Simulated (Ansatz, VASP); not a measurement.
## HfCuSi3: VASP beside Ansatz

```xyz
5
Lattice="4.4759 0.0000 0.0000 0.0000 4.4759 0.0000 0.0000 0.0000 4.4759" Properties=species:S:1:pos:R:3 pbc="T T T"
Hf    0.0000    0.0000    0.0000
Si    0.0000    2.2380    2.2380
Si    2.2380    0.0000    2.2380
Si    2.2380    2.2380    0.0000
Cu    2.2380    2.2380    2.2380
```

Alike in both runs: functional PBE; k mesh 8 × 8 × 8; occupations gaussian, width 0.1 eV; no spin polarisation.

Ansatz relaxed the structure, and its values are those at the end. VASP's run is a single point on that final structure, the one shown.

|  | VASP | Ansatz |
| --- | --- | --- |
| version | VASP 6.6.1 | Ansatz 0.2.0 |
| potentials or method | VASP PAW PBE potentials, release 64 (Hf_pv, Si, Cu), cutoff 520 eV | scalar-relativistic, plane waves, PAW |
| valence electrons in the cell | 33 | 57 |

Ansatz gave:

- gap on the k mesh at the Fermi level (eV): none
- pressure (GPa): 0.0

Problem. Estimate VASP's values.

Solution. gap on the k mesh at the Fermi level (eV): none; pressure (GPa): -0.1.

A gap of «none» marks a metal or a gap that the smearing closes. VASP's potentials hold 33 valence electrons a cell and Ansatz's 57, so a difference there can come from the potentials and not from the codes.

Spin-orbit coupling is off throughout.
